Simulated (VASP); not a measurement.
# P (a cell with a defect) in VASP: a series of runs

P (a cell with a defect) is run at these levels: PBE+D3(BJ); tasks: single point.

All numbers are computed with VASP 6.6.1; they aren't measurements. Logs are shortened: lines on timing, memory, paths and dates and some standing lists are left out, and cuts for length are marked.

## 1. The cell of the first run

The cell holds a defect, 19 atoms: a = 7.222 Å, b = 7.222 Å, c = 7.222 Å, α = 96.38°, β = 116.39°, γ = 116.39°.

## 2. Single point, PBE+D3(BJ)

INCAR reads:

```
SYSTEM = P
PREC = Accurate ; ENCUT = 520
EDIFF = 1E-6 ; ISMEAR = 0
SIGMA = 0.1 ; LREAL = Auto
LASPH = .True. ; NELM = 100
ALGO = Normal ; ISIF = 2
LWAVE = .False. ; LCHARG = .False.
GGA = PE ; IVDW = 12
NBANDS = 62
```

KPOINTS reads:

```
Automatic mesh
0
Gamma
  4 4 4
  0 0 0
```

POSCAR reads:

```
P
1.0
    4.8145205310     -2.4072602655      4.8147372112
   -2.4072602655     -4.8145205310     -4.8147372112
    2.4072602655      4.8145205310     -4.8147372112
P
19
Direct
    0.2042399017      0.8032195008      0.4027055996
    0.1866001805      0.5413928372      0.1452074252
   -0.0158467286      0.7374773598      0.7466759497
    0.0040580573      0.5012342327      0.5033367889
   -0.0013527411      0.2588951739      0.2397521669
    0.0040580573      0.0007212464      0.0028238026
    0.8095427104      0.9476454198      0.3618973725
    0.7989676179      0.7006115141      0.0981822626
    0.5950604596      0.8986489828      0.6999376898
    0.6166101029      0.6582816107      0.4583285741
    0.5950603765      0.3951226233      0.1964114964
    0.3999565040      0.5959597556      0.7936667534
    0.3932918320      0.3433606149      0.5499312991
    0.3999565040      0.1062898325      0.3039968303
    0.2042398186      0.3015341887      0.9010203435
    0.1933318165      0.0525203555      0.6408115429
    0.8000122910      0.4491441497      0.8508682232
    0.7989677841      0.2007854520      0.5983561733
    0.5799121184      0.1071555364      0.9727566639
```

Potentials or basis: VASP PAW PBE potentials, release 64 (P).

Launch:

```bash
$ cat potpaw_PBE.64/P/POTCAR > POTCAR
$ mpirun -np 1 vasp_std > vasp.out
```

OUTCAR:

```text
SYSTEM = P
   PREC = Accurate
   ENCUT = 520
   EDIFF = 1E-6
   ISMEAR = 0
   LREAL = Auto
   LASPH = .True.
   NELM = 100
   ISIF = 2
   GGA = PE
   IVDW = 12
 IVDW          = 12

 ion  position               nearest neighbor table
   1  0.204  0.803  0.403-   9 2.37  16 2.40  14 2.41   2 2.42   4 2.42   8 2.44
   2  0.187  0.541  0.145-   5 2.27  17 2.35   1 2.42  15 2.42  10 2.54
   3  0.984  0.737  0.747-  10 2.28  17 2.33   6 2.41   4 2.41  16 2.53
   4  0.004  0.501  0.503-  12 2.38  18 2.40   3 2.41   5 2.41   1 2.42  11 2.45
   5  0.999  0.259  0.240-   2 2.27  19 2.34   4 2.41   6 2.41  13 2.45   7 2.55
   6  0.004  0.001  0.003-  14 2.38   8 2.40   3 2.41   5 2.41  15 2.42   9 2.45
   7  0.810  0.948  0.362-  16 2.27  10 2.32  18 2.41   8 2.41   5 2.55
   8  0.799  0.701  0.098-   6 2.40  12 2.40  17 2.41   7 2.41  11 2.43   1 2.44
   9  0.595  0.899  0.700-   1 2.37  12 2.38  19 2.42  10 2.43  18 2.43   6 2.45
  10  0.617  0.658  0.458-   3 2.28   7 2.32   9 2.43  11 2.43  13 2.50   2 2.54
  11  0.595  0.395  0.196-  15 2.37  14 2.38  19 2.42  10 2.43   8 2.43   4 2.45
  12  0.400  0.596  0.794-  13 2.36   4 2.38   9 2.38   8 2.40  15 2.41
  13  0.393  0.343  0.550-  16 2.32  12 2.36  14 2.36  17 2.43   5 2.45  10 2.50
  14  0.400  0.106  0.304-  13 2.36   6 2.38  11 2.38  18 2.40   1 2.41
  15  0.204  0.302  0.901-  11 2.37  16 2.40  12 2.41   2 2.42   6 2.42  18 2.44
  16  0.193  0.053  0.641-   7 2.27  13 2.32  15 2.40   1 2.40   3 2.53  19 2.56
  17  0.800  0.449  0.851-   3 2.33   2 2.35   8 2.41  18 2.41  13 2.43  19 2.76
  18  0.799  0.201  0.598-   4 2.40  14 2.40  17 2.41   7 2.41   9 2.43  15 2.44
  19  0.580  0.107  0.973-   5 2.34  11 2.42   9 2.42  16 2.56  17 2.76

  LATTYP: Found a body centered tetragonal cell.
 ALAT       =     7.6124253598
 C/A-ratio  =     1.2649679921

  Lattice vectors:

 A1 = (   2.4072602655,   4.8145205310,   4.8147372112)
 A2 = (  -2.4072602655,  -4.8145205310,   4.8147372112)
 A3 = (   4.8145205310,  -2.4072602655,  -4.8147372112)

Analysis of symmetry for initial positions (statically):
=====================================================================
 Subroutine PRICEL returns:
 Original cell was already a primitive cell.

 Routine SETGRP: Setting up the symmetry group for a
 body centered tetragonal supercell.

 Subroutine GETGRP returns: Found  2 space group operations
 (whereof  1 operations were pure point group operations)
 out of a pool of 16 trial point group operations.

The static configuration has the point symmetry C_1 .
 The point group associated with its full space group is C_1h.

Analysis of symmetry for dynamics (positions and initial velocities):
=====================================================================
 Subroutine PRICEL returns:
 Original cell was already a primitive cell.

 Routine SETGRP: Setting up the symmetry group for a
 body centered tetragonal supercell.

 Subroutine GETGRP returns: Found  2 space group operations
 (whereof  1 operations were pure point group operations)
 out of a pool of 16 trial point group operations.

The dynamic configuration has the point symmetry C_1 .
 The point group associated with its full space group is C_1h.

 Subroutine INISYM returns: Found  2 space group operations
 (whereof  1 operations are pure point group operations),
 and found     1 'primitive' translations

----------------------------------------------------------------------------------------

                                     Primitive cell

  volume of cell :     279.0093

  direct lattice vectors                    reciprocal lattice vectors
     4.814520531 -2.407260266  4.814737211     0.166164002 -0.083082001  0.000000000
    -2.407260266 -4.814520531 -4.814737211     0.041541001 -0.124623002 -0.103847828
     2.407260266  4.814520531 -4.814737211     0.124623002  0.041541001 -0.103847828

  length of vectors
     7.221925252  7.221925252  7.221925252     0.185777002  0.167454228  0.167454228

  position of ions in fractional coordinates (direct lattice)
     0.204239902  0.803219501  0.402705600
     0.186600181  0.541392837  0.145207425
     0.984153271  0.737477360  0.746675950
     0.004058057  0.501234233  0.503336789
     0.998647259  0.258895174  0.239752167
     0.004058057  0.000721246  0.002823803
[... 11 lines left out ...]
     0.798967784  0.200785452  0.598356173
     0.579912118  0.107155536  0.972756664

  ion indices of the primitive-cell ions
   primitive index   ion index
                 1           1
                 2           2
                 3           3
                 4           4
                 5           5
                 6           6
[... 11 lines left out ...]
                18          18
                19          19

----------------------------------------------------------------------------------------

 KPOINTS: Automatic mesh

Automatic generation of k-mesh.
 Grid dimensions read from file:
 generate k-points for:    4    4    4

 Generating k-lattice:

  Cartesian coordinates                     Fractional coordinates (reciprocal lattice)
     0.041541001 -0.020770500  0.000000000     0.250000000  0.000000000  0.000000000
     0.010385250 -0.031155750 -0.025961957     0.000000000  0.250000000  0.000000000
     0.031155750  0.010385250 -0.025961957     0.000000000  0.000000000  0.250000000

  Length of vectors
     0.046444251  0.041863557  0.041863557

  Shift w.r.t. Gamma in fractional coordinates (k-lattice)
     0.000000000  0.000000000  0.000000000

 Subroutine IBZKPT returns following result:
 ===========================================

 Found     24 irreducible k-points:

 Following reciprocal coordinates:
            Coordinates               Weight
  0.000000  0.000000  0.000000      1.000000
  0.250000  0.000000  0.000000      2.000000
  0.000000 -0.250000  0.250000      2.000000
  0.500000  0.000000  0.000000      1.000000
  0.000000  0.500000  0.500000      1.000000
  0.000000  0.250000 -0.000000      4.000000
[... 16 lines left out ...]
 -0.250000  0.500000  0.500000      2.000000
  0.500000  0.500000  0.500000      1.000000
   k-points           NKPTS =     24   k-points in BZ     NKDIM =     24   number of bands    NBANDS=     62
   number of dos      NEDOS =    301   number of ions     NIONS =     19
   total plane-waves  NPLWV = 157464
   dimension x,y,z NGX =    54 NGY =   54 NGZ =   54
   dimension x,y,z NGXF=   108 NGYF=  108 NGZF=  108
   ions per type =              19
   NGX,Y,Z   is equivalent  to a cutoff of  12.43, 12.43, 12.43 a.u.
   NGXF,Y,Z  is equivalent  to a cutoff of  24.86, 24.86, 24.86 a.u.
 SYSTEM =  P
   PREC   = accura    normal or accurate (medium, high low for compatibility)
   ISTART =      0    job   : 0-new  1-cont  2-samecut
   ICHARG =      2    charge: 1-file 2-atom 10-const
   ISPIN  =      1    spin polarized calculation?
   LNONCOLLINEAR =      F non collinear calculations
   LSORBIT =      F    spin-orbit coupling
   LASPH  =      T    aspherical Exc in radial PAW
   ENCUT  =  520.0 eV  38.22 Ry    6.18 a.u.  13.43 13.43 13.43*2*pi/ulx,y,z
   NELM   =    100;   NELMIN=  2; NELMDL= -5     # of ELM steps
   EDIFF  = 0.1E-05   stopping-criterion for ELM
   LREAL  =      T    real-space projection
   EDIFFG = 0.1E-04   stopping-criterion for IOM
   NSW    =      0    number of steps for IOM
[... 5 lines left out ...]
   TEBEG  =    0.0;   TEEND  =   0.0 temperature during run
   PSTRESS=    0.0 pullay stress
   NELECT =      95.0000    total number of electrons
   NUPDOWN=      -1.0000    fix difference up-down
   EMIN   =  10.00;   EMAX   =-10.00  energy-range for DOS
   EFERMI =   0.00;   METHOD = LEGACY
   ISMEAR =     0;   SIGMA  =   0.10  broadening in eV -4-tet -1-fermi 0-gaus
   EFERMI_NEDOS =   21; number of points for ismear=-14 and -15
   IALGO  =     38    algorithm
   IMIX   =      4    mixing-type and parameters
     AMIX     =   0.40;   BMIX     =  1.00
     AMIX_MAG =   1.60;   BMIX_MAG =  1.00
  volume/ion in A,a.u.               =      14.68        99.10
  Fermi-wavevector in a.u.,A,eV,Ry     =   1.143167  2.160273 17.780523  1.306832
  Thomas-Fermi vector in A             =   2.279863
   LORBIT       =      0    0 simple, 1 ext, 2 COOP (PROOUT), +10 PAW based schemes
   GGA     = PE    functional components
   LHFCALC =     F    Hartree Fock is set to
   AEXX    =    0.0000 exact exchange contribution
   IVDW    =    12    specifies the selected vdW correction
   LEPSILON=     F    determine dielectric tensor
   LRPA    =     F    only Hartree local field effects (RPA)
 non-spin polarized calculation
 Gauss-broadening in eV      SIGMA  =   0.10
  energy-cutoff  :      520.00
  volume of cell :      279.01
 maximum number of plane-waves:      7526
 NGX is ok and might be reduce to    54
   NGX = 27   NGY = 27   NGZ = 27

 number of electron      95.0000003 magnetization

 Free energy of the ion-electron system (eV)
  ---------------------------------------------------
  ext. energy  EPLUGINS =         0.00000000
  ---------------------------------------------------
  free energy    TOTEN  =       -99.00333924 eV

  energy without entropy =      -98.97327616  energy(sigma->0) =      -98.98830770

 E-fermi :   9.5250     XC(G=0): -11.1919

 val. band max:        9.5084211291   @ k =   0.5000   0.0000   0.0000
 cond. band min:       9.5507149518   @ k =  -0.2500   0.5000   0.5000
 fundamental gap:      0.0422938227
 Fermi energy:         9.5249582836

 k-point     1 :       0.0000    0.0000    0.0000
  band No.  band energies     occupation
      1      -7.1982      2.00000
      2      -3.9250      2.00000
      3      -3.7166      2.00000
      4      -3.6952      2.00000
      5      -3.6633      2.00000
      6      -3.5190      2.00000
[... 51 lines left out ...]
     58      12.1781      0.00000
     59      12.2641      0.00000

 k-point     2 :       0.2500    0.0000    0.0000
  band No.  band energies     occupation
      1      -6.9199      2.00000
      2      -4.7891      2.00000
      3      -4.4732      2.00000
      4      -4.3973      2.00000
      5      -4.3805      2.00000
      6      -3.8263      2.00000
[... 1359 lines left out ...]
      2      -5.8049      2.00000
      3      -5.1512      2.00000
      4      -5.0755      2.00000
      5      -4.8000      2.00000
      6      -4.2070      2.00000
[... 51 lines left out ...]
     58      13.2852      0.00000
     59      13.3322      0.00000
 [bands above 59 left out]

------------------------ aborting loop because EDIFF is reached ----------------------------------------

 Edisp (eV)   -9.12124

 E8    (eV) :    -3.4447

  FORCE on cell =-STRESS in cart. coord.  units (eV):
  Direction    XX          YY          ZZ          XY          YZ          ZX
  --------------------------------------------------------------------------------------
  -------------------------------------------------------------------------------------
  Total      -1.40497    -3.22378     1.04470    -0.46160     0.00000     0.00000
  in kB      -8.06789   -18.51215     5.99905    -2.65069     0.00000     0.00000
  external pressure =       -6.86 kB  Pullay stress =        0.00 kB

 VOLUME and BASIS-vectors are now :
 -----------------------------------------------------------------------------
  energy-cutoff  :      520.00
  volume of cell :      279.01
      direct lattice vectors                 reciprocal lattice vectors
     4.814520531 -2.407260266  4.814737211     0.166164002 -0.083082001  0.000000000
    -2.407260266 -4.814520531 -4.814737211     0.041541001 -0.124623002 -0.103847828
     2.407260266  4.814520531 -4.814737211     0.124623002  0.041541001 -0.103847828

 POSITION                                       TOTAL-FORCE (eV/Angst)
 -----------------------------------------------------------------------------------
      0.01918     -2.41994     -4.82285         0.014649      0.011855      0.003726
     -0.05533     -2.35664     -2.40737        -0.020635      0.008625     -0.000000
      4.76037     -2.32483     -2.40737        -0.026110      0.039493      0.000000
      0.02460      0.00035     -4.81721         0.015813      0.039922     -0.001416
      4.76193     -2.49617      2.40737        -0.010430     -0.037610      0.000000
      0.02460      0.00035      0.00247         0.015813      0.039922      0.001416
[... 11 lines left out ...]
      4.80370     -0.00921     -0.00084        -0.011274      0.016286     -0.010835
      4.87573      2.77145     -2.40737         0.004596     -0.513970     -0.000000
 -----------------------------------------------------------------------------------
    total drift:                               -0.002066     -0.003070      0.001045

  FREE ENERGIE OF THE ION-ELECTRON SYSTEM (eV)
  ---------------------------------------------------
  free  energy   TOTEN  =      -108.1245797603 eV

  energy  without entropy=     -108.0945166790  energy(sigma->0) =     -108.10954822
```

Wall time 5.5 min (1 thread of Intel Xeon 6975P-C (Granite Rapids), shared host); peak memory 0.5 GiB.

What came out:

| Property | Result |
| --- | --- |
| Free energy | -108.1246 eV |
| Pressure | -0.7 GPa |
| Largest force | 0.514 eV/Å |
| Band gap on the k mesh | zero (an odd number of electrons rules out a gap without spin polarisation) |
| Dispersion energy per atom | -0.480 eV |

Forces in eV/Å, atoms in the order of the input:
```
P    0.015  0.012  0.004
P   -0.021  0.009  0.000
P   -0.026  0.039  0.000
P    0.016  0.040 -0.001
P   -0.010 -0.038  0.000
P    0.016  0.040  0.001
P    0.007  0.034  0.000
P   -0.011  0.016  0.011
P   -0.018  0.020  0.021
P    0.041  0.036  0.000
P   -0.018  0.020 -0.021
P   -0.004  0.029  0.028
P    0.033  0.023  0.000
P   -0.004  0.029 -0.028
P    0.015  0.012 -0.004
P   -0.034  0.036  0.000
P    0.012  0.141  0.000
P   -0.011  0.016 -0.011
P    0.005 -0.514  0.000
```

## 3. Single point, PBE+D3(BJ)

INCAR reads:

```
  PREC = Accurate
  ENCUT = 520
  EDIFF = 1E-6
  ISMEAR = 0
  SIGMA = 0.1
  LREAL = Auto
  LASPH = True
  NELM = 60
  ALGO = Normal
  ISIF = 2
  LWAVE = False
  LCHARG = True
  GGA = PE
  IVDW = 12
  LELF = True
  LVHAR = True
  NBANDS = 62
```

KPOINTS reads:

```
regular mesh
0
Gamma
  4 4 4
```

POSCAR reads:

```
P
1.0
    4.8145205310     -2.4072602655      4.8147372112
   -2.4072602655     -4.8145205310     -4.8147372112
    2.4072602655      4.8145205310     -4.8147372112
P
19
Direct
    0.2017677137      0.8014544968      0.4024395611
    0.1836359808      0.5371993147      0.1464367480
   -0.0156018028      0.7381043796      0.7462938556
    0.0028020236      0.5009538909      0.5015452686
   -0.0034830467      0.2557138394      0.2408031958
    0.0028020236      0.0012568369      0.0018482146
    0.8100112929      0.9467400337      0.3632713411
    0.8004237961      0.7012857581      0.0993201872
    0.5955081885      0.8994071056      0.7033392326
    0.6161153496      0.6597286915      0.4563867400
    0.5955081885      0.3921689340      0.1961010610
    0.4007585776      0.5983311341      0.7953233775
    0.3890902922      0.3414342341      0.5476561400
    0.4007584946      0.1054350536      0.3024274631
    0.2017677137      0.2993281638      0.9003131179
    0.1970774855      0.0554598798      0.6416176876
    0.8082359136      0.4603426064      0.8478933891
    0.8004237131      0.2011035395      0.5991380245
    0.5457311030      0.0545522089      0.9911789760
```

Potentials or basis: VASP PAW PBE potentials, release 64 (P).

Launch:

```bash
$ cat potpaw_PBE.64/P/POTCAR > POTCAR
$ mpirun -np 1 vasp_std > vasp.out
```

It took 5.4 min on 1 thread of Intel Xeon 6975P-C (Granite Rapids), shared host; peak memory 0.5 GiB.

Results (log left out):

| Quantity | Value |
| --- | --- |
| Free energy | -107.8986 eV |
| Pressure | -0.9 GPa |
| Largest force | 0.621 eV/Å |
| Band gap on the k mesh | zero (an odd number of electrons rules out a gap without spin polarisation) |
| Dispersion energy per atom | -0.480 eV |

Forces in eV/Å, atoms in the order of the input:
```
P    0.013  0.028  0.003
P   -0.059  0.028  0.000
P   -0.074  0.054  0.000
P    0.025  0.030  0.016
P   -0.099 -0.001  0.000
P    0.025  0.030 -0.016
P    0.044  0.046  0.000
P    0.001  0.027  0.027
P   -0.017  0.039 -0.043
P    0.022  0.032  0.000
P   -0.017  0.039  0.043
P   -0.016  0.049  0.071
P    0.037  0.029  0.000
P   -0.016  0.049 -0.071
P    0.013  0.028 -0.003
P    0.012  0.017  0.000
P   -0.003  0.059  0.000
P    0.001  0.027 -0.027
P    0.107 -0.611  0.000
```

Stress tensor (GPa, compression positive):
```
-1.27  0.36  0.00
 0.36 -0.88  0.00
 0.00  0.00 -0.48
```

Levels at points of the mesh, in eV from the Fermi level:
```csv
k point,band 44,band 45,band 46,band 47,band 48,band 49,band 50,band 51
"(0.00, 0.00, 0.00)",-1.28,-1.05,-1.00,-0.92,-0.67,-0.58,-0.54,-0.14
"(0.50, 0.00, 0.00)",-0.86,-0.83,-0.68,-0.32,-0.14,0.06,0.37,0.44
"(0.00, 0.50, 0.50)",-0.75,-0.66,-0.45,-0.31,0.19,0.24,0.25,0.73
"(0.00, 0.50, 0.00)",-1.34,-1.18,-0.84,-0.52,0.28,0.44,0.70,0.93
"(0.00, 0.00, 0.50)",-1.28,-1.18,-0.75,-0.33,0.44,0.68,0.73,0.91
"(0.50, 0.50, 0.50)",-0.67,-0.33,-0.17,0.22,0.43,0.54,0.62,0.78
```

The gap in the log of VASP goes by the Fermi energy; the results here count the filled bands.